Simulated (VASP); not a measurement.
A run of VASP 6.6.1 is set up as follows.

INCAR

```
PREC = Accurate
ENCUT = 520
EDIFF = 1E-7
ISMEAR = 0
SIGMA = 0.1
LREAL = False
LASPH = True
NELM = 100
ALGO = Normal
ISIF = 2
LWAVE = False
LCHARG = True
GGA = PE
LELF = True
LVHAR = True
NBANDS = 31
```

KPOINTS

```
Automatic mesh
0
Gamma
  12 12 12
```

POSCAR

```
In2GeO
1.0
    5.0677705329      0.0000000000      0.0000000000
   -2.5338852665      4.3888180221      0.0000000000
    0.0000000000      0.0000000000      3.9382260953
In Ge O
2 1 1
Direct
    0.3333333333      0.6666666667      0.7424903319
    0.6666666667      0.3333333333      0.2575096681
    0.0000000000      0.0000000000      0.0000000000
    0.0000000000      0.0000000000      0.5000000000
```

Potentials or basis: VASP PAW PBE potentials, release 64 (In_d, Ge_d, O).

Run with:

```console
$ cat potpaw_PBE.64/In_d/POTCAR potpaw_PBE.64/Ge_d/POTCAR potpaw_PBE.64/O/POTCAR > POTCAR
$ mpirun -np 1 vasp_std > vasp.out
```

(1) Predict the band gap on the k mesh.

(2) Estimate the pressure.

Answers

(1) zero (bands 23 and 24 overlap by 1.87 eV).

(2) 0.0 GPa.

Caveat: spin-orbit coupling is left out, which moves the levels of the heavy elements.
